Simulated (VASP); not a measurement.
BAs:

```
B As
1.0
     3.23587    0.00000    0.00000
     0.00000    3.23587    0.00000
     0.00000    0.00000    3.23587
B As
1 1
Direct
  0.00000 0.00000 0.00000
  0.50000 0.50000 0.50000
```

Base run:

| Property | Result |
| --- | --- |
| Program | VASP 6.6.1 |
| Functional | BLYP |
| Potentials or basis | VASP PAW PBE potentials, release 64 (B, As) |
| Cutoff | 520 eV |
| k mesh | 8 × 8 × 8 |
| Occupations | fermi-dirac, width 0.05 eV |
| Spin | no spin polarisation |

Its results: band gap on the k mesh zero (band 4 reaches 6.75 eV, above the bottom of band 5 at 2.48 eV); pressure -7.9 GPa.

Task: After a change of settings the same cell gave: band gap on the k mesh zero (band 4 reaches 6.33 eV, above the bottom of band 5 at 1.89 eV); pressure -17.7 GPa. Which change was it?
A. functional from BLYP to revPBE; further incar settings from ALGO = Normal; EDIFF = 1e-07; NBANDS = 11 to ALGO = Normal; EDIFF = 1e-06; NBANDS = 11
B. functional from BLYP to PBEsol
C. functional from BLYP to RPBE; further incar settings from ALGO = Normal; EDIFF = 1e-07; NBANDS = 11 to ALGO = Normal; EDIFF = 1e-06; NBANDS = 11
D. functional from BLYP to r2SCAN; further incar settings from ALGO = Normal; EDIFF = 1e-07; NBANDS = 11 to ALGO = Normal; EDIFF = 1e-06; NBANDS = 11

Result: B.

PBEsol binds more tightly than BLYP, so the same cell stands under less pressure.

Caveats: the PAW data sets were made with another functional, which shifts forces and pressure a little.
